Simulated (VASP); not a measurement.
Write the native input for VASP 6.6.1 that does the following.

```yaml
Task: relaxation of cell and atoms
Functional: PBE
Potentials_or_basis: VASP PAW PBE potentials, release 64 (Mo_sv, W_sv)
Cutoff: 600 eV
k_mesh: 4 × 4 × 4
Occupations: gaussian, width 0.1 eV
Spin: no spin polarisation
Dipole_correction: no
Further_INCAR_settings: ALGO = Fast; EDIFF = 1e-07; IBRION = 2; EDIFFG = -0.04; NSW = 90; ISIF = 3
```

The structure of Mo4W lies in POSCAR:

```
Mo4W
1.0
    4.4931033200      0.0000000000      0.0000000000
    0.0000000000      4.4931033200      0.0000000000
    0.0000000000      0.0000000000      4.4931033200
Mo W
4 1
Direct
    0.0000000000      0.0000000000      0.0000000000
    0.5000000000      0.5000000000      0.0000000000
    0.5000000000      0.0000000000      0.5000000000
    0.0000000000      0.5000000000      0.5000000000
    0.5000000000      0.5000000000      0.5000000000
```

One way to write it, as run:

INCAR

```
ALGO = Fast ; EDIFF = 1E-7
EDIFFG = -0.04 ; ENCUT = 600
GGA = PE ; IBRION = 2
ISIF = 3 ; ISMEAR = 0
LASPH = T ; LCHARG = F
LREAL = F ; LWAVE = F
NELM = 100 ; NSW = 90
PREC = Accurate ; SIGMA = 0.1
```

KPOINTS

```
k-points
0
Gamma
  4 4 4
```

Potentials or basis: VASP PAW PBE potentials, release 64 (Mo_sv, W_sv).

Launch:

```sh
$ cat potpaw_PBE.64/Mo_sv/POTCAR potpaw_PBE.64/W_sv/POTCAR > POTCAR
$ mpirun -np 1 vasp_std > vasp.out
```

Results of the run:

The relaxed volume is 20.44 Å³/atom, the relaxed cell is a = 4.675 Å, b = 4.675 Å, c = 4.675 Å, α = 90.00°, β = 90.00°, γ = 90.00° and the space group after relaxing (to 0.05 Å) is Pm-3m (No. 221). The energy gained by relaxing is 138.5 meV/atom and the ionic steps are 4. The pressure after relaxing is -0.1 GPa. The band gap on the k mesh is zero (band 35 reaches 10.11 eV, above the bottom of band 36 at 7.80 eV).

Caveat: spin-orbit coupling is left out, which moves the levels of the heavy elements.

It took 5.8 min on 1 thread of Intel Xeon 6975P-C, on a shared host, peak memory 0.23 GiB.
